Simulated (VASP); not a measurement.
# C (Immm) in VASP: a series of runs, part 2 of 2

VASP 6.6.1. Earlier steps stand in the parts before.

### Step 3. Relaxation of cell and atoms, PBE

Input file INCAR:

```
SYSTEM = C
  PREC = Accurate
  ENCUT = 600
  EDIFF = 1E-6
  ISMEAR = 0
  SIGMA = 0.1
  LREAL = .FALSE.
  LASPH = .TRUE.
  NELM = 80
  ALGO = Normal
  ISIF = 3
  LWAVE = .FALSE.
  LCHARG = .FALSE.
  GGA = PE
  IBRION = 2
  NSW = 90
  EDIFFG = -0.04
```

Input file KPOINTS:

```
Automatic mesh
0
G
  12 12 12
  0 0 0
```

Input file POSCAR:

```
C
1.0
   -1.0126940500      1.0211253100      1.2929067000
    1.0126940500     -1.0211253100      1.2929067000
    1.0126940500      1.0211253100     -1.2929067000
C
1
Direct
    0.0000000000      0.5000000000      0.5000000000
```

Potentials or basis: VASP PAW PBE potentials, release 64 (C).

Run with:

```
$ cat potpaw_PBE.64/C/POTCAR > POTCAR
$ mpirun -np 1 vasp_std > vasp.out
```

Run time: 53 s. Hardware: 1 thread of Intel Xeon Platinum 8259CL at 2.50GHz (Skylake/Cascade Lake), shared host; peak memory 0.11 GiB.

It converged, with:

| Property | Result |
| --- | --- |
| Free energy | -4.8803 eV |
| Relaxed volume | 6.74 Å³/atom |
| Relaxed cell | a = 2.061 Å, b = 2.061 Å, c = 2.061 Å, α = 110.57°, β = 108.93°, γ = 108.93° |
| Space group after relaxing (to 0.05 Å) | I4/mmm (No. 139) |
| Energy gained by relaxing | 517.4 meV/atom |
| Ionic steps | 28 |
| Pressure after relaxing | -0.4 GPa |
| Band gap on the k mesh | zero (band 2 reaches 17.36 eV, above the bottom of band 3 at 3.46 eV) |

Stress tensor (GPa, compression positive):
```
-0.33  0.00  0.00
 0.00 -0.52  0.00
 0.00  0.00 -0.25
```

The path:
```csv
step,energy change (eV),largest force (eV/Å),pressure (GPa),volume (Å³)
1,0.0000,0.0000,76.85,5.35
2,-0.4125,0.0000,-13.40,7.55
3,-0.4218,0.0000,-5.63,7.14
4,-0.4859,0.0000,-5.66,6.99
5,-0.4323,0.0000,8.77,6.45
6,-0.4989,0.0000,-0.01,6.73
7,-0.5069,0.0000,-3.53,6.86
8,-0.5086,0.0000,0.77,6.70
9,-0.5087,0.0000,0.23,6.72
10,-0.5092,0.0000,0.40,6.71
11,-0.5109,0.0000,1.01,6.69
12,-0.5109,0.0000,1.10,6.69
13,-0.5109,0.0000,1.01,6.69
14,-0.5109,0.0000,1.01,6.69
15,-0.5110,0.0000,1.03,6.69
16,-0.5110,0.0000,1.08,6.69
17,-0.5111,0.0000,1.18,6.69
18,-0.5112,0.0000,1.17,6.69
19,-0.5115,0.0000,1.15,6.69
20,-0.5121,0.0000,1.11,6.69
21,-0.5132,0.0000,1.00,6.69
22,-0.5153,0.0000,0.84,6.70
23,-0.5171,0.0000,0.61,6.70
24,-0.5171,0.0000,0.61,6.71
25,-0.5171,0.0000,0.61,6.71
26,-0.5171,0.0000,0.55,6.71
27,-0.5173,0.0000,0.21,6.72
28,-0.5174,0.0000,-0.36,6.74
```

Final structure:
```xyz
1
Lattice="-1.1737 1.1978 1.1978 1.1737 -1.1978 1.1978 1.1737 1.1978 -1.1978" Properties=species:S:1:pos:R:3 pbc="T T T"
C     1.1737    0.0000    0.0000
```

Levels at points of the mesh, in eV from the Fermi level:
```tsv
k point	band 1	band 2	band 3	band 4	band 5	band 6
(0.00, 0.00, 0.00)	-19.43	9.05	9.06	9.14	32.56	33.51
(0.50, 0.00, 0.00)	-8.77	-8.70	4.69	7.94	22.12	23.38
(0.00, 0.50, 0.00)	-8.65	-8.40	4.38	7.56	21.41	22.57
(0.50, 0.50, 0.00)	-8.65	-8.40	4.37	7.56	21.41	22.57
(0.50, 0.50, 0.50)	-1.66	-1.66	-1.02	0.54	11.82	12.34
```

Caveat: the k points lie up to 0.31 Å⁻¹ apart in the final cell; the volume moved by over 15 % at a fixed basis, so the end points are rough.

### Step 4. Single point, PBE, collinear spin, ferromagnetic start

Input file INCAR:

```
SYSTEM = C
  PREC = Accurate
  ENCUT = 520
  EDIFF = 1E-6
  ISMEAR = 0
  SIGMA = 0.1
  LREAL = .False.
  LASPH = .True.
  NELM = 150
  ALGO = Normal
  ISIF = 2
  LWAVE = .False.
  LCHARG = .False.
  ISPIN = 2
  MAGMOM = 1
  LORBIT = 11
  GGA = PE
  NBANDS = 12
```

Input file KPOINTS:

```
Automatic mesh
0
Gamma
  12 12 12
  0 0 0
```

POSCAR is that of step 3.

Run with:

```
$ cat potpaw_PBE.64/C/POTCAR > POTCAR
$ mpirun -np 1 vasp_std > vasp.out
```

It took 20 s on 1 thread of Intel Xeon Platinum 8259CL at 2.50GHz (Skylake/Cascade Lake), shared host; peak memory 0.13 GiB.

It converged, with:

| Property | Result |
| --- | --- |
| Free energy | -4.3617 eV |
| Pressure | 77.3 GPa |
| Band gap on the k mesh | zero (filled and empty bands overlap) |
| Net moment | 0.00 μB per cell |
| Valence electrons inside the program's atomic spheres | C 2.22 |

Stress tensor (GPa, compression positive):
```
101.59   0.00   0.00
  0.00 106.78   0.00
  0.00   0.00  23.39
```

Levels at points of the mesh, in eV from the Fermi level:
Spin up:
| k point | band 1 | band 2 | band 3 | band 4 | band 5 | band 6 | band 7 |
| --- | --- | --- | --- | --- | --- | --- | --- |
| (0.00, 0.00, 0.00) | -23.37 | 10.73 | 10.79 | 10.91 | 34.01 | 34.57 | 35.92 |
| (0.50, 0.00, 0.00) | -12.10 | -10.60 | 7.17 | 9.48 | 28.91 | 29.02 | 34.24 |
| (0.00, 0.50, 0.00) | -12.05 | -10.41 | 6.97 | 9.33 | 28.54 | 28.55 | 34.15 |
| (0.50, 0.50, 0.00) | -10.30 | -6.57 | 2.90 | 4.47 | 18.79 | 19.17 | 45.79 |
| (0.50, 0.50, 0.50) | -7.86 | -2.06 | 0.67 | 1.05 | 14.48 | 15.50 | 48.56 |
Spin down:
```csv
k point,band 1,band 2,band 3,band 4,band 5,band 6
"(0.00, 0.00, 0.00)",-23.37,10.73,10.79,10.91,34.01,34.57
"(0.50, 0.00, 0.00)",-12.10,-10.60,7.17,9.48,28.91,29.02
"(0.00, 0.50, 0.00)",-12.05,-10.41,6.97,9.33,28.54,28.55
"(0.50, 0.50, 0.00)",-10.30,-6.57,2.90,4.47,18.79,19.17
"(0.50, 0.50, 0.50)",-7.86,-2.06,0.67,1.05,14.48,15.50
```

Caveat: the k points lie up to 0.36 Å⁻¹ apart.

### Step 5. Overview

| task | spin | cell | cutoff (eV) | gap on the mesh (eV) | pressure (GPa) |
| --- | --- | --- | --- | --- | --- |
| single point | off | as given | 520 | none | 77.3 |
| relaxation of cell and atoms | off | relaxed | 600 | none | -0.4 |
| single point | collinear, ferromagnetic start | as given | 520 | none | 77.3 |

Alike in all rows: level PBE; potentials or basis VASP PAW PBE potentials, release 64 (C); k mesh 12 × 12 × 12; smearing gaussian 0.1 eV.

Caveats: all runs use coarse meshes; the volume moved by over 15 % at a fixed basis, so the end points are rough (some runs).

Absolute energies hang on the potentials; compare differences alone.
